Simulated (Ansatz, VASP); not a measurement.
## ZrOs3 in VASP and in Ansatz

File INCAR:

```
SYSTEM = ZrOs3
ALGO = Normal ; EDIFF = 1E-6
ENCUT = 520 ; GGA = PE
ISIF = 2 ; ISMEAR = -1
LASPH = .True. ; LCHARG = .False.
LREAL = .False. ; LWAVE = .False.
NBANDS = 26 ; NELM = 80
PREC = Accurate ; SIGMA = 0.05
```

File KPOINTS:

```
k-points
0
Gamma
  7 7 7
  0 0 0
```

Contents of POSCAR:

```
ZrOs3
1.0
    4.0230552349      0.0000000000      0.0000000000
    0.0000000000      4.0230552349      0.0000000000
    0.0000000000      0.0000000000      4.0230552349
Os Zr
3 1
Direct
    0.0000000000      0.5000000000      0.5000000000
    0.5000000000      0.0000000000      0.5000000000
    0.5000000000      0.5000000000      0.0000000000
    0.0000000000      0.0000000000      0.0000000000
```

File input.yaml:

```yaml
crystal:
  lattice:
    - [4.0230552349, 0.0, 0.0]
    - [0.0, 4.0230552349, 0.0]
    - [0.0, 0.0, 4.0230552349]
  atoms:
    - { symbol: Os, position: [0.0, 0.5, 0.5] }
    - { symbol: Os, position: [0.5, 0.0, 0.5] }
    - { symbol: Os, position: [0.5, 0.5, 0.0] }
    - { symbol: Zr, position: [0.0, 0.0, 0.0] }
hamiltonian:
  xc: pbe
  pseudopotentials: { kind: paw }
kpoints:
  mp_grid: { grid: [7, 7, 7] }
scf:
  occupations: { method: fermi_dirac, width: 0.05 }
output:
  forces: true
  stress: true
  eigenvalues: true
```

Alike in both runs: task single point; functional PBE; k mesh 7 × 7 × 7; occupations fermi-dirac, width 0.05 eV; no spin polarisation.

```csv
,VASP,Ansatz
version,VASP 6.6.1,Ansatz 0.2.0
potentials or method,"VASP PAW PBE potentials, release 64 (Os, Zr_sv)",Ansatz PAW
plane-wave cutoff (eV),520,420
valence electrons in the cell,36,60
```

|  | VASP | Ansatz | Ansatz less VASP |
| --- | --- | --- | --- |
| gap on the k mesh at the Fermi level (eV) | none | none | - |
| pressure (GPa) | -7.3 | -7.2 | +0.15 |

A gap of «none» marks a metal or a gap that the smearing closes. VASP's potentials hold 36 valence electrons a cell and Ansatz's 60, so a difference there can come from the potentials and not from the codes.

Spin-orbit coupling is off throughout.
